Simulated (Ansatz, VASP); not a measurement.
# MgZnTe2: VASP beside Ansatz

File POSCAR:

```
MgZnTe2
1.0
    4.4766060274      0.0000000000      0.0000000000
    0.0000000000      4.4766060274      0.0000000000
    0.0000000000      0.0000000000      6.4047905499
Mg Te Zn
1 2 1
Direct
    0.0000000000      0.0000000000      0.0000000000
    0.0000000000      0.5000000000      0.2649431998
    0.5000000000      0.0000000000      0.7350568002
    0.5000000000      0.5000000000      0.5000000000
```

The input INCAR.step1:

```
PREC     = Accurate       # precision mode
ENCUT    = 520            # plane-wave cutoff, eV
ISMEAR   = 0              # smearing method
SIGMA    = 0.01           # smearing width, eV
LREAL    = False          # projectors in reciprocal space
LASPH    = True           # aspherical terms in the spheres
NELM     = 60             # most SCF steps
NBANDS   = 21             # bands
GGA      = PE             # functional
ALGO     = Normal         # electronic algorithm
EDIFF    = 1E-4           # SCF threshold, eV
LWAVE    = True           # write WAVECAR
LCHARG   = False          # write CHGCAR
```

File INCAR.step2:

```
PREC     = Accurate       # precision mode
ENCUT    = 520            # plane-wave cutoff, eV
EDIFF    = 1E-6           # SCF threshold, eV
ISMEAR   = 0              # smearing method
SIGMA    = 0.01           # smearing width, eV
LREAL    = False          # projectors in reciprocal space
LASPH    = True           # aspherical terms in the spheres
NELM     = 60             # most SCF steps
ALGO     = Normal         # electronic algorithm
ISIF     = 2              # what is computed and relaxed
LWAVE    = False          # write WAVECAR
LCHARG   = True           # write CHGCAR
METAGGA  = R2SCAN         # meta-GGA
LMIXTAU  = True         
LELF     = True           # ELF
LVHAR    = True         
NBANDS   = 21             # bands
ISTART   = 1
```

File KPOINTS:

```
Automatic mesh
0
Gamma
  6 6 4
```

Input for Ansatz:

```yaml
crystal:
  lattice:
    - [4.4766060274, 0.0, 0.0]
    - [0.0, 4.4766060274, 0.0]
    - [0.0, 0.0, 6.4047905499]
  atoms:
    - { symbol: Mg, position: [0.0, 0.0, 0.0] }
    - { symbol: Te, position: [0.0, 0.5, 0.2649431998] }
    - { symbol: Zn, position: [0.5, 0.5, 0.5] }
    - { symbol: Te, position: [0.5, 0.0, 0.7350568002] }
kpoints:
  mp_grid: { grid: [6, 6, 4] }
hamiltonian:
  xc: r2scan
scf:
  occupations: { method: fixed }
  n_extra_bands: 5
output:
  forces: true
  stress: true
  eigenvalues: true
```

Alike in both runs: task single point; functional r2SCAN; k mesh 6 × 6 × 4; no spin polarisation.

|  | VASP | Ansatz |
| --- | --- | --- |
| version | VASP 6.6.1 | Ansatz 0.2.0 |
| potentials or method | VASP PAW PBE potentials, release 64 (Mg, Te, Zn) | plane waves, PAW |
| plane-wave cutoff (eV) | 520 | 500 |
| occupations | gaussian, width 0.01 eV | fixed |
| valence electrons in the cell | 26 | 54 |

|  | VASP | Ansatz | Ansatz less VASP |
| --- | --- | --- | --- |
| gap on the k mesh at the Fermi level (eV) | 1.99 | 2.00 | +0.005 |
| pressure (GPa) | -1.2 | -1.2 | +0.02 |
| rms of the force components (eV/Å) | 0.006 | 0.001 | -0.0052 |

VASP's potentials were made for PBE, not for r2SCAN. VASP's potentials hold 26 valence electrons a cell and Ansatz's 54, so a difference there can come from the potentials and not from the codes.

Spin-orbit coupling is off throughout.
